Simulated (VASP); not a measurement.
A run of VASP 6.6.1 is set up as follows.

POSCAR

```
Ru
1.0
    2.7058000000      0.0000000000      0.0000000000
   -1.3529000000      2.3432915400      0.0000000000
    0.0000000000      0.0000000000      4.2819000000
Ru
2
Direct
    0.3333333300      0.6666666700      0.2500000000
    0.6666666700      0.3333333300      0.7500000000
```

Contents of INCAR.step1:

```
SYSTEM = Ru
PREC     = Accurate       ! precision mode
ENCUT    = 550            ! plane-wave cutoff, eV
ISMEAR   = -1             ! smearing method
SIGMA    = 0.5            ! smearing width, eV
LREAL    = .FALSE.        ! projectors in reciprocal space
LASPH    = .TRUE.         ! aspherical terms in the spheres
NELM     = 120            ! most SCF steps
NBANDS   = 21             ! bands
GGA      = PE             ! functional
ALGO     = Normal         ! electronic algorithm
EDIFF    = 1E-5           ! SCF threshold, eV
LWAVE    = .TRUE.         ! write WAVECAR
LCHARG   = .FALSE.        ! write CHGCAR
GGA_COMPAT= .FALSE.
```

File INCAR.step2:

```
SYSTEM = Ru
PREC     = Accurate       ! precision mode
ENCUT    = 550            ! plane-wave cutoff, eV
EDIFF    = 1E-6           ! SCF threshold, eV
ISMEAR   = -1             ! smearing method
SIGMA    = 0.5            ! smearing width, eV
LREAL    = .FALSE.        ! projectors in reciprocal space
LASPH    = .TRUE.         ! aspherical terms in the spheres
NELM     = 120            ! most SCF steps
ALGO     = Normal         ! electronic algorithm
ISIF     = 2              ! what is computed and relaxed
LWAVE    = .FALSE.        ! write WAVECAR
LCHARG   = .FALSE.        ! write CHGCAR
METAGGA  = R2SCAN         ! meta-GGA
LMIXTAU  = .TRUE.       
NBANDS   = 21             ! bands
ISTART   = 1            
GGA_COMPAT= .FALSE.
```

KPOINTS

```
Automatic mesh
0
G
  14 14 8
  0 0 0
```

Potentials or basis: VASP PAW PBE potentials, release 64 (Ru_pv).

Command:

```sh
$ cat potpaw_PBE.64/Ru_pv/POTCAR > POTCAR
$ cp INCAR.step1 INCAR
$ mpirun -np 1 vasp_std > vasp.out
$ cp INCAR.step2 INCAR
$ mpirun -np 1 vasp_std > vasp.out
```

Problem. What does it give for the pressure?

Solution. 7.1 GPa.

Problem. What does it give for the band gap on the k mesh?

Solution. Zero (bands 14 and 15 overlap by 3.27 eV).

Stress tensor (GPa, compression positive):
```
6.75 0.00 0.00
0.00 6.75 0.00
0.00 0.00 7.93
```

Caveat: the cell stands under pressure; so wide a smearing shifts energies and pressures; the PAW data sets were made with another functional, which shifts forces and pressure a little.
